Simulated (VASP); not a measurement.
# Ti2C (R-3m) in VASP: further runs

Runs on Ti2C. Level: PBEsol. Tasks: single point.

Program: VASP 6.6.1. These are calculated values, not measurements. Logs are shortened: lines on timing, memory, paths and dates and some standing lists are left out, and cuts for length are marked.

### 1 The cell of the first run

Symmetry: R-3m, No. 166, trigonal system. The conventional cell has a = 3.053 Å, b = 3.053 Å, c = 13.745 Å, α = 90.00°, β = 90.00°, γ = 120.00°. Within 3.1 Å of Ti (site symmetry 3m) lie 3 C at 2.07 Å and 12 Ti at 2.80 to 3.05 Å. C (site symmetry -3m) has 6 Ti at 2.07 Å within 2.7 Å.

### 2 Single point, PBEsol (strain +0.000 along x and y, -0.040 along z)

File INCAR:

```
SYSTEM = Ti2C
PREC = Accurate
ENCUT = 520
EDIFF = 1E-7
ISMEAR = 0
SIGMA = 0.15
LREAL = .FALSE.
LASPH = .TRUE.
NELM = 80
ALGO = Normal
ISIF = 2
LWAVE = .FALSE.
LCHARG = .FALSE.
GGA = PS
NBANDS = 21
```

File KPOINTS:

```
regular mesh
0
G
  18 18 18
  0 0 0
```

File POSCAR:

```
Ti2C
1.0
    1.5264035952      0.8812695266      4.5818332210
   -1.5264035952      0.8812695266      4.5818332210
    0.0000000000     -1.7625390532      4.5818332210
Ti C
2 1
Direct
    0.2458180107      0.2458180107      0.2458180107
    0.7541819893      0.7541819893      0.7541819893
    0.5000000000      0.5000000000      0.5000000000
```

Potentials or basis: VASP PAW PBE potentials, release 64 (Ti_sv, C).

Run with:

```bash
$ cat potpaw_PBE.64/Ti_sv/POTCAR potpaw_PBE.64/C/POTCAR > POTCAR
$ mpirun -np 1 vasp_std > vasp.out
```

OUTCAR:

```text
SYSTEM = Ti2C
   PREC = Accurate
   ENCUT = 520
   EDIFF = 1E-7
   ISMEAR = 0
   LREAL = .FALSE.
   LASPH = .TRUE.
   NELM = 80
   ISIF = 2
   GGA = PS

 ion  position               nearest neighbor table
   1  0.246  0.246  0.246-   3 2.07   3 2.07   3 2.07   2 2.80   2 2.80   2 2.80
   2  0.754  0.754  0.754-   3 2.07   3 2.07   3 2.07   1 2.80   1 2.80   1 2.80
   3  0.500  0.500  0.500-   1 2.07   1 2.07   2 2.07   2 2.07   1 2.07   2 2.07

  LATTYP: Found a trigonal (rhomboedric) cell.
 ALAT       =     4.9091485595
 COS(alpha) =     0.8066445550

  Lattice vectors:

 A1 = (   1.5264035952,   0.8812695266,   4.5818332210)
 A2 = (  -1.5264035952,   0.8812695266,   4.5818332210)
 A3 = (   0.0000000000,  -1.7625390532,   4.5818332210)

Analysis of symmetry for initial positions (statically):
=====================================================================
 Subroutine PRICEL returns:
 Original cell was already a primitive cell.

 Routine SETGRP: Setting up the symmetry group for a
 trigonal (rhombohedral) supercell.

 Subroutine GETGRP returns: Found 12 space group operations
 (whereof 12 operations were pure point group operations)
 out of a pool of 12 trial point group operations.

The static configuration has the point symmetry D_3d.

Analysis of symmetry for dynamics (positions and initial velocities):
=====================================================================
 Subroutine PRICEL returns:
 Original cell was already a primitive cell.

 Routine SETGRP: Setting up the symmetry group for a
 trigonal (rhombohedral) supercell.

 Subroutine GETGRP returns: Found 12 space group operations
 (whereof 12 operations were pure point group operations)
 out of a pool of 12 trial point group operations.

The dynamic configuration has the point symmetry D_3d.

 Subroutine INISYM returns: Found 12 space group operations
 (whereof 12 operations are pure point group operations),
 and found     1 'primitive' translations

----------------------------------------------------------------------------------------

                                     Primitive cell

  volume of cell :      36.9801

  direct lattice vectors                    reciprocal lattice vectors
[... 85 lines left out ...]
   LSORBIT =      F    spin-orbit coupling
   LASPH  =      T    aspherical Exc in radial PAW
   ENCUT  =  520.0 eV  38.22 Ry    6.18 a.u.   9.13  9.13  9.13*2*pi/ulx,y,z
   NELM   =     80;   NELMIN=  2; NELMDL= -5     # of ELM steps
   EDIFF  = 0.1E-06   stopping-criterion for ELM
   LREAL  =      F    real-space projection
   EDIFFG = 0.1E-05   stopping-criterion for IOM
   NSW    =      0    number of steps for IOM
   IBRION =     -1    ionic relax: 0-MD 1-quasi-New 2-CG
   NFREE  =      0    steps in history (QN), initial steepest desc. (CG)
   ISIF   =      2    stress and relaxation
   ISYM   =      2    0-nonsym 1-usesym 2-fastsym
   POTIM  = 0.5000    time-step for ionic-motion
   TEBEG  =    0.0;   TEEND  =   0.0 temperature during run
   PSTRESS=    0.0 pullay stress
   NELECT =      28.0000    total number of electrons
   NUPDOWN=      -1.0000    fix difference up-down
   EMIN   =  10.00;   EMAX   =-10.00  energy-range for DOS
   EFERMI =   0.00;   METHOD = LEGACY
   ISMEAR =     0;   SIGMA  =   0.15  broadening in eV -4-tet -1-fermi 0-gaus
   EFERMI_NEDOS =   21; number of points for ismear=-14 and -15
   IALGO  =     38    algorithm
   IMIX   =      4    mixing-type and parameters
     AMIX     =   0.40;   BMIX     =  1.00
     AMIX_MAG =   1.60;   BMIX_MAG =  1.00
  volume/ion in A,a.u.               =      12.33        83.18
  Fermi-wavevector in a.u.,A,eV,Ry     =   1.492123  2.819704 30.292433  2.226431
  Thomas-Fermi vector in A             =   2.604691
   LORBIT       =      0    0 simple, 1 ext, 2 COOP (PROOUT), +10 PAW based schemes
   GGA     = PS    functional components
   LHFCALC =     F    Hartree Fock is set to
   AEXX    =    0.0000 exact exchange contribution
   IVDW    =     0    specifies the selected vdW correction
   LEPSILON=     F    determine dielectric tensor
   LRPA    =     F    only Hartree local field effects (RPA)
 non-spin polarized calculation
 Gauss-broadening in eV      SIGMA  =   0.15
  energy-cutoff  :      520.00
  volume of cell :       36.98
 maximum number of plane-waves:      1013
 NGX is ok and might be reduce to    40
   NGX = 19   NGY = 19   NGZ = 19

 number of electron      28.0000003 magnetization

 Free energy of the ion-electron system (eV)
  ---------------------------------------------------
  ext. energy  EPLUGINS =         0.00000000
  ---------------------------------------------------
  free energy    TOTEN  =       -28.36672177 eV

  energy without entropy =      -28.34870159  energy(sigma->0) =      -28.35771168

 E-fermi :   8.9401     XC(G=0): -12.3087

 val. band max:        8.9396200325   @ k =   0.5000   0.1667  -0.0000
 cond. band min:       8.9418194702   @ k =  -0.3333   0.3889   0.2222
 fundamental gap:      0.0021994378
 Fermi energy:         8.9400756173

 k-point     1 :       0.0000    0.0000    0.0000
  band No.  band energies     occupation
      1     -47.3814      2.00000
      2     -47.2276      2.00000
      3     -24.1543      2.00000
      4     -23.5322      2.00000
      5     -23.5322      2.00000
      6     -23.4176      2.00000
[... 565 lines left out ...]
     20      12.8173      0.00000
     21      14.3745      0.00000

 [... further k-points ...]

------------------------ aborting loop because EDIFF is reached ----------------------------------------

  FORCE on cell =-STRESS in cart. coord.  units (eV):
  Direction    XX          YY          ZZ          XY          YZ          ZX
  --------------------------------------------------------------------------------------
  -------------------------------------------------------------------------------------
  Total        1.3343735      1.3343735      3.2959985      0.0000000      0.0000000      0.0000000
  in kB       57.8121777     57.8121777    142.8002378      0.0000000      0.0000000      0.0000000
  external PRESSURE =      86.1415310 kB  Pullay stress =       0.0000000 kB

 VOLUME and BASIS-vectors are now :
 -----------------------------------------------------------------------------
  energy-cutoff  :      520.00
  volume of cell :       36.98
      direct lattice vectors                 reciprocal lattice vectors
     1.526403595  0.881269527  4.581833221     0.327567363  0.189121105  0.072751084
    -1.526403595  0.881269527  4.581833221    -0.327567363  0.189121105  0.072751084
     0.000000000 -1.762539053  4.581833221     0.000000000 -0.378242210  0.072751084

 POSITION                                       TOTAL-FORCE (eV/Angst)
 -----------------------------------------------------------------------------------
      0.00000      0.00000      3.37889         0.000000      0.000000      0.708629
      0.00000      0.00000     10.36661         0.000000     -0.000000     -0.708629
      0.00000      0.00000      6.87275         0.000000     -0.000000      0.000000
 -----------------------------------------------------------------------------------
    total drift:                                0.000000     -0.000000      0.000000

  FREE ENERGIE OF THE ION-ELECTRON SYSTEM (eV)
  ---------------------------------------------------
  free  energy   TOTEN  =       -28.3667217715 eV

  energy  without entropy=      -28.3487015868  energy(sigma->0) =      -28.35771168
```

stdout:

```text
POSCAR found type information on POSCAR TiC
 POSCAR found :  2 types and       3 ions
 scaLAPACK will be used
 -----------------------------------------------------------------------------
|                                                                             |
|                                                                             |
|     You enforced a specific xc type in the INCAR file but a different       |
|     I HOPE YOU KNOW WHAT YOU ARE DOING!                                     |
|                                                                             |
 -----------------------------------------------------------------------------

 LDA part: xc-table for (Slater+PW92), standard interpolation
 POSCAR, INCAR and KPOINTS ok, starting setup
 FFT: planning ... GRIDC
 FFT: planning ... GRID_SOFT
 FFT: planning ... GRID
 WAVECAR not read
 entering main loop
```

It took 31 min on 1 thread of Intel Xeon 8259CL, shared host; peak memory 0.55 GiB.

Results:

| Item | Value |
| --- | --- |
| Free energy | -28.3667 eV |
| Pressure | 8.6 GPa |
| Largest force | 0.709 eV/Å |
| Band gap on the k mesh | zero (bands 14 and 15 overlap by 1.08 eV) |

Forces in eV/Å, atoms in the order of the input:
```
Ti   0.000  0.000  0.709
Ti   0.000  0.000 -0.709
C    0.000  0.000  0.000
```

Caveat: the cell differs from its parent crystal (strain +0.000 along x and y, -0.040 along z); the stress differs along the axes, from 6 to 14 GPa; the PAW data sets were made with another functional, which shifts forces and pressure a little.

### 3 Single point, PBEsol (strain -0.040 along x and y, +0.080 along z)

File INCAR:

```
ALGO = Normal
EDIFF = 1E-6
ENCUT = 520
GGA = PS
ISIF = 2
ISMEAR = 0
LASPH = T
LCHARG = F
LREAL = F
LWAVE = F
NBANDS = 21
NELM = 100
PREC = Accurate
SIGMA = 0.15
```

File KPOINTS:

```
k-points
0
Gamma
  18 18 18
```

File POSCAR:

```
Ti2C
1.0
    1.4653474514      0.8460187455      5.1545623736
   -1.4653474514      0.8460187455      5.1545623736
    0.0000000000     -1.6920374911      5.1545623736
Ti C
2 1
Direct
    0.2458180107      0.2458180107      0.2458180107
    0.7541819893      0.7541819893      0.7541819893
    0.5000000000      0.5000000000      0.5000000000
```

Potentials or basis: VASP PAW PBE potentials, release 64 (Ti_sv, C).

Run with:

```bash
$ cat potpaw_PBE.64/Ti_sv/POTCAR potpaw_PBE.64/C/POTCAR > POTCAR
$ mpirun -np 1 vasp_std > vasp.out
```

Wall time 32 min (1 thread of Intel Xeon 8259CL, shared host); peak memory 0.57 GiB.

Results (log left out):

| Property | Result |
| --- | --- |
| Free energy | -28.1907 eV |
| Pressure | 2.0 GPa |
| Largest force | 0.561 eV/Å |
| Band gap on the k mesh | zero (bands 14 and 15 overlap by 0.71 eV) |

Forces in eV/Å, atoms in the order of the input:
```
Ti   0.000  0.000 -0.561
Ti   0.000  0.000  0.561
C    0.000  0.000  0.000
```

Stress tensor (GPa, compression positive):
```
 10.90   0.00   0.00
  0.00  10.90   0.00
  0.00   0.00 -15.65
```

Levels at points of the mesh, in eV from the Fermi level:
```
           k point  band 11  band 12  band 13  band 14  band 15  band 16  band 17  band 18
(0.00, 0.00, 0.00)    -2.61    -2.00    -2.00     0.22     0.85     0.85     2.01     2.01
(0.50, 0.00, 0.00)    -3.39    -2.14    -1.59    -0.83     0.23     2.07     2.25     3.39
(0.50, 0.50, 0.00)    -3.26    -2.29    -1.78    -0.69     0.84     2.64     2.95     3.19
(0.50, 0.50, 0.50)    -1.89    -1.89    -1.42    -0.58     0.93     0.93     2.09     2.09
```

Caveat: the cell differs from its parent crystal (strain -0.040 along x and y, +0.080 along z); the stress differs along the axes, from -16 to 11 GPa; the PAW data sets were made with another functional, which shifts forces and pressure a little.
